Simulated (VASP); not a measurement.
Wanted: the native input for a VASP 6.6.1 run.

```yaml
Task: single point
Functional: PBEsol
Potentials_or_basis: VASP PAW PBE potentials, release 64 (Ge_d, Pt)
Cutoff: 520 eV
k_mesh: 6 × 10 × 6
Occupations: gaussian, width 0.1 eV
Spin: no spin polarisation
Dipole_correction: no
Further_INCAR_settings: ALGO = Normal; EDIFF = 1e-07; NBANDS = 58
```

The structure of GePt lies in POSCAR:

```
GePt
1.0
    5.7402405026      0.0000000000      0.0000000000
    0.0000000000      3.7008324581      0.0000000000
    0.0000000000      0.0000000000      6.0922969435
Ge Pt
4 4
Direct
    0.1848719546      0.2500000000      0.5880441082
    0.3151280454      0.7500000000      0.0880441082
    0.6848719546      0.2500000000      0.9119558918
    0.8151280454      0.7500000000      0.4119558918
    1.0007770289      0.2500000000      0.1911575407
    0.4992229711      0.7500000000      0.6911575407
    0.5007770289      0.2500000000      0.3088424593
   -0.0007770289      0.7500000000      0.8088424593
```

These files were run (other wordings do the same):

INCAR

```
  PREC = Accurate
  ENCUT = 520
  EDIFF = 1E-7
  ISMEAR = 0
  SIGMA = 0.1
  LREAL = F
  LASPH = T
  NELM = 60
  ALGO = Normal
  ISIF = 2
  LWAVE = F
  LCHARG = F
  GGA = PS
  NBANDS = 58
```

KPOINTS

```
Automatic mesh
0
Gamma
  6 10 6
```

Potentials or basis: VASP PAW PBE potentials, release 64 (Ge_d, Pt).

Run with:

```bash
$ cat potpaw_PBE.64/Ge_d/POTCAR potpaw_PBE.64/Pt/POTCAR > POTCAR
$ mpirun -np 1 vasp_std > vasp.out
```

Results of the run:

* Pressure: 0.0 GPa
* Largest force: 0.004 eV/Å
* Band gap on the k mesh: zero (bands 48 and 49 overlap by 1.37 eV)

Caveat: the PAW data sets were made with another functional, which shifts forces and pressure a little; spin-orbit coupling is left out, which moves the levels of the heavy elements.

Run time: 20 min on 1 thread of Intel Xeon 8259CL, with other jobs on the host, peak memory 0.63 GiB.
